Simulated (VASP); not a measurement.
Input of a VASP 6.6.1 run:

File INCAR:

```
SYSTEM = Ba3HfO
PREC = Accurate ; ENCUT = 520
EDIFF = 1E-7 ; ISMEAR = 0
SIGMA = 0.1 ; LREAL = .FALSE.
LASPH = .TRUE. ; NELM = 80
ALGO = Normal ; ISIF = 2
LWAVE = .FALSE. ; LCHARG = .FALSE.
GGA = PE ; NBANDS = 31
```

Contents of KPOINTS:

```
regular mesh
0
G
  6 6 10
  0 0 0
```

Contents of POSCAR:

```
Ba3HfO
1.0
    7.5533856233      0.0000000000      0.0000000000
    0.0000000000      7.5533856233      0.0000000000
    0.0000000000      0.0000000000      3.9728899643
Ba Hf O
3 1 1
Direct
    0.0000000000      0.5000000000      0.0000000000
    0.5000000000      0.0000000000      0.0000000000
    0.5000000000      0.5000000000      0.0000000000
    0.0000000000      0.0000000000      0.0000000000
    0.0000000000      0.0000000000      0.5000000000
```

Potentials or basis: VASP PAW PBE potentials, release 64 (Ba_sv, Hf_pv, O).

Command:

```sh
$ cat potpaw_PBE.64/Ba_sv/POTCAR potpaw_PBE.64/Hf_pv/POTCAR potpaw_PBE.64/O/POTCAR > POTCAR
$ mpirun -np 1 vasp_std > vasp.out
```

(1) Estimate the pressure.

(2) What does it give for the band gap on the k mesh?

Answers

(1) 0.0 GPa.

(2) zero (band 23 reaches 2.09 eV, above the bottom of band 24 at 1.60 eV).

Caveat: spin-orbit coupling is left out, which moves the levels of the heavy elements.
